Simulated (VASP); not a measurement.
**GaAs: relaxation of cell and atoms with LDA**

The system is GaAs.

```
Ga As
1.0
     0.00000    2.65000    2.65000
     2.65000    0.00000    2.65000
     2.65000    2.65000    0.00000
Ga As
1 1
Direct
  0.00000 0.00000 0.00000
  0.50000 0.50000 0.50000
```

- Program: VASP 6.6.1
- Task: relaxation of cell and atoms
- Functional: LDA
- Potentials or basis: VASP PAW LDA potentials, release 64 (Ga_d, As)
- Cutoff: 500 eV
- k mesh: 7 × 7 × 7
- Occupations: gaussian, width 0.02 eV
- Spin: no spin polarisation
- Dipole correction: no
- Further INCAR settings: ALGO = Normal; EDIFF = 1e-07; IBRION = 2; EDIFFG = -0.03; NSW = 60; ISIF = 3

```yaml
Relaxed_volume: 18.22 Å³/atom
Relaxed_cell: a = 3.721 Å, b = 3.721 Å, c = 3.721 Å, α = 60.00°, β = 60.00°, γ = 60.00°
Space_group_after_relaxing_to_0.1_Å: Fm-3m (No. 225)
Energy_gained_by_relaxing: 2.3 meV/atom
Ionic_steps: 3
Pressure_after_relaxing: 0.0 GPa
Band_gap_on_the_k_mesh: zero (bands 9 and 10 overlap by 3.26 eV)
```

Step by step:
```csv
step,energy change (eV),largest force (eV/Å),pressure (GPa),volume (Å³)
1,0.0000,0.0000,-1.81,37.22
2,-0.0037,0.0000,0.84,36.10
3,-0.0046,0.0000,0.02,36.43
```

Final structure:
```
Ga As
1.0
     0.00000    2.63115    2.63115
     2.63115    0.00000    2.63115
     2.63115    2.63115    0.00000
Ga As
1 1
Direct
  0.00000 0.00000 0.00000
  0.50000 0.50000 0.50000
```

Levels at points of the mesh, in eV from the Fermi level:
```tsv
k point	band 5	band 6	band 7	band 8	band 9	band 10	band 11	band 12	band 13
(0.00, 0.00, 0.00)	-14.89	-13.70	0.00	0.00	0.00	0.36	7.40	7.40	7.40
```

It took 33 s on 1 thread of Intel(R) Xeon(R) Platinum 8259CL CPU @ 2.50GHz (Skylake/Cascade Lake), on a shared host, peak memory 0.15 GiB.
